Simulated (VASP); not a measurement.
A run of VASP 6.6.1:

INCAR

```
SYSTEM = Ba
PREC = Accurate
ENCUT = 520
EDIFF = 1E-7
ISMEAR = 0
SIGMA = 0.02
LREAL = .FALSE.
LASPH = .TRUE.
NELM = 100
ALGO = Normal
ISIF = 2
LWAVE = .FALSE.
LCHARG = .FALSE.
GGA = PS
NBANDS = 11
```

The input KPOINTS:

```
Automatic mesh
0
G
  7 7 7
  0 0 0
```

File POSCAR:

```
Ba
1.0
    3.6368867978      0.0000000000      0.0000000000
    0.0000000000      3.6368867978      0.0000000000
    0.0000000000      0.0000000000      3.6368867978
Ba
1
Direct
    0.0000000000      0.0000000000      0.0000000000
```

Potentials or basis: VASP PAW PBE potentials, release 64 (Ba_sv).

The run is started by

```console
$ cat potpaw_PBE.64/Ba_sv/POTCAR > POTCAR
$ mpirun -np 1 vasp_std > vasp.out
```

Hardware: 1 thread of Intel(R) Xeon(R) Platinum 8488C (Sapphire Rapids) (shared host).

Q: Estimate the wall time of this run.

A: Run time: 5.2 s on 1 thread of Intel(R) Xeon(R) Platinum 8488C (Sapphire Rapids) (shared host), peak memory 0.15 GiB. Counts: scf iterations 11, k points 20.
